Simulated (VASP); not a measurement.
Crystal: Tl.

```
Tl
1.0
     3.48626    0.00000    0.00000
    -1.74313    3.01919    0.00000
     0.00000    0.00000   11.72415
Tl
4
Direct
  0.00000 0.00000 0.00000
  0.00000 0.00000 0.50000
  0.33333 0.66667 0.25000
  0.66667 0.33333 0.75000
```

- Program: VASP 6.6.1
- Task: relaxation of cell and atoms
- Functional: PBE
- Potentials or basis: VASP PAW PBE potentials, release 64 (Tl_d)
- Cutoff: 600 eV
- k mesh: 12 × 12 × 4
- Occupations: gaussian, width 0.1 eV
- Spin: no spin polarisation

At the start: pressure 0.3 GPa; volume 30.85 Å³/atom.

Task: How do energy, volume and symmetry change on relaxing?

Result: Over 10 steps the energy falls by 2.3 meV/atom and the volume is 31.20 Å³/atom (+1.1 %); space group P6_3/mmc (No. 194, to 0.1 Å) before and after.

The path:
```
step  energy change (eV)  largest force (eV/Å)  pressure (GPa)  volume (Å³)
   1              0.0000                0.0000            0.29       123.40
   2             -0.0033                0.0000            0.01       124.39
   3             -0.0042                0.0000           -0.07       124.84
   4             -0.0051                0.0000           -0.30       125.74
   5             -0.0074                0.0000           -0.19       125.55
   6             -0.0090                0.0000           -0.12       125.29
   7             -0.0092                0.0000           -0.10       125.18
   8             -0.0092                0.0000           -0.08       125.15
   9             -0.0092                0.0000           -0.08       125.17
  10             -0.0093                0.0000            0.01       124.82
```

Final structure:
```yaml
crystal:
  lattice:
    - [3.54591, 0.00000, 0.00000]
    - [-1.77296, 3.07085, 0.00000]
    - [0.00000, 0.00000, 11.46262]
  atoms:
    - { symbol: Tl, position: [0.00000, 0.00000, 0.00000] }
    - { symbol: Tl, position: [0.00000, 0.00000, 0.50000] }
    - { symbol: Tl, position: [0.33333, 0.66667, 0.25000] }
    - { symbol: Tl, position: [0.66667, 0.33333, 0.75000] }
```
